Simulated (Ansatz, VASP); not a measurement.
## Two plane-wave programs on Sr3Cl

Contents of INCAR:

```
PREC     = Accurate       # precision mode
ENCUT    = 600            # plane-wave cutoff, eV
EDIFF    = 1E-6           # SCF threshold, eV
ISMEAR   = 0              # smearing method
SIGMA    = 0.1            # smearing width, eV
LREAL    = F              # projectors in reciprocal space
LASPH    = T              # aspherical terms in the spheres
NELM     = 80             # most SCF steps
ALGO     = Normal         # electronic algorithm
ISIF     = 3              # what is computed and relaxed
LWAVE    = F              # write WAVECAR
LCHARG   = F              # write CHGCAR
GGA      = PE             # functional
IBRION   = 2              # ionic algorithm
NSW      = 100            # ionic steps
EDIFFG   = -0.01          # ionic threshold
```

KPOINTS

```
regular mesh
0
Gamma
  8 8 8
```

POSCAR

```
Sr3Cl
1.0
    5.7403045355      0.0000000000      0.0000000000
    0.0000000000      5.7403045355      0.0000000000
    0.0000000000      0.0000000000      5.7403045355
Sr Cl
3 1
Direct
    0.0000000000      0.5000000000      0.5000000000
    0.5000000000      0.0000000000      0.5000000000
    0.5000000000      0.5000000000      0.0000000000
    0.0000000000      0.0000000000      0.0000000000
```

Input for Ansatz:

```yaml
crystal:
  lattice:
    - [5.7403045355, 0.0, 0.0]
    - [0.0, 5.7403045355, 0.0]
    - [0.0, 0.0, 5.7403045355]
  atoms:
    - { symbol: Sr, position: [0.0, 0.5, 0.5] }
    - { symbol: Sr, position: [0.5, 0.0, 0.5] }
    - { symbol: Sr, position: [0.5, 0.5, 0.0] }
    - { symbol: Cl, position: [0.0, 0.0, 0.0] }
basis:
  ecutwfc: 420
kpoints:
  mp_grid: { grid: [8, 8, 8] }
hamiltonian:
  xc: pbe
scf:
  occupations: { method: gaussian, width: 0.1 }
output:
  forces: true
  stress: true
  eigenvalues: true
  write_density: true
  write_potential: true
  elf: true
  volumetric_format: npy
relax:
  adjacent_minimum: "off"
  f_tol: 0.01
  max_steps: 80
  cell: { stress_tol: 0.05 }
```

Alike in both runs: task relaxation of cell and atoms; functional PBE; k mesh 8 × 8 × 8; occupations gaussian, width 0.1 eV; no spin polarisation.

|  | VASP | Ansatz |
| --- | --- | --- |
| version | VASP 6.6.1 | Ansatz 0.2.0 |
| potentials or method | VASP PAW PBE potentials, release 64 (Sr_sv, Cl), cutoff 600 eV | scalar-relativistic, plane waves, PAW |
| valence electrons in the cell | 37 | 37 |

Ansatz gave:

- gap on the k mesh at the Fermi level, each at its own relaxed structure (eV): none
- relaxed volume (Å³/atom): 47.84
- relaxed cell length with the largest relative difference (Å): 5.763

Which values does VASP return?

gap on the k mesh at the Fermi level, each at its own relaxed structure (eV): none; relaxed volume (Å³/atom): 47.91; relaxed cell length with the largest relative difference (Å): 5.766.

A gap of «none» marks a metal or a gap that the smearing closes.
